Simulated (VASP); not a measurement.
PtF2:

```
Pt F
1.0
     2.06473   -2.46576    0.00000
     2.06473    2.46576    0.00000
     0.00000    0.00000    3.99902
Pt F
1 2
Direct
  0.00000 0.00000 0.00000
  0.83441 0.16559 0.50000
  0.16559 0.83441 0.50000
```

* Program: VASP 6.6.1
* Task: relaxation of cell and atoms
* Functional: PBE
* Potentials or basis: VASP PAW PBE potentials, release 64 (Pt, F)
* Cutoff: 600 eV
* k mesh: 4 × 4 × 4
* Occupations: gaussian, width 0.15 eV
* Spin: no spin polarisation

At the start: pressure 18.4 GPa; volume 13.57 Å³/atom.

Q: How do energy, volume and symmetry change on relaxing?

A: Over 15 steps the energy falls by 1473.9 meV/atom and the volume is 15.59 Å³/atom (+14.9 %); space group Cmmm (No. 65, to 0.05 Å).

The path:
| step | energy change (eV) | largest force (eV/Å) | pressure (GPa) | volume (Å³) |
| --- | --- | --- | --- | --- |
| 1 | 0.0000 | 9.2962 | 18.42 | 40.72 |
| 2 | -1.4139 | 2.1300 | -13.42 | 49.56 |
| 3 | -2.3989 | 1.4788 | -9.83 | 45.09 |
| 4 | -2.4212 | 1.2907 | -9.44 | 44.79 |
| 5 | -2.4340 | 0.8663 | -8.55 | 44.26 |
| 6 | -4.1209 | 0.1012 | 8.82 | 40.92 |
| 7 | -4.1273 | 0.4817 | 13.34 | 40.44 |
| 8 | -4.3721 | 0.5184 | -0.70 | 45.76 |
| 9 | -4.3725 | 0.4882 | -0.31 | 45.58 |
| 10 | -4.4049 | 0.0388 | 1.77 | 46.11 |
| 11 | -4.4049 | 0.0366 | 1.75 | 46.11 |
| 12 | -4.4167 | 0.1313 | -1.55 | 47.37 |
| 13 | -4.4173 | 0.1038 | -0.99 | 47.14 |
| 14 | -4.4215 | 0.0299 | -0.17 | 46.85 |
| 15 | -4.4218 | 0.0675 | 0.01 | 46.77 |

Final structure:
```
Pt F
1.0
     2.61442   -2.84220    0.00000
     2.61442    2.84220    0.00000
     0.00000    0.00000    3.14682
Pt F
1 2
Direct
  0.00000 0.00000 0.00000
  0.77665 0.22335 0.50000
  0.22335 0.77665 0.50000
```

Caveat: the k points lie up to 0.50 Å⁻¹ apart in the final cell; the relaxation stopped at a loose force limit of 0.08 eV/Å, so its end isn't a converged minimum.
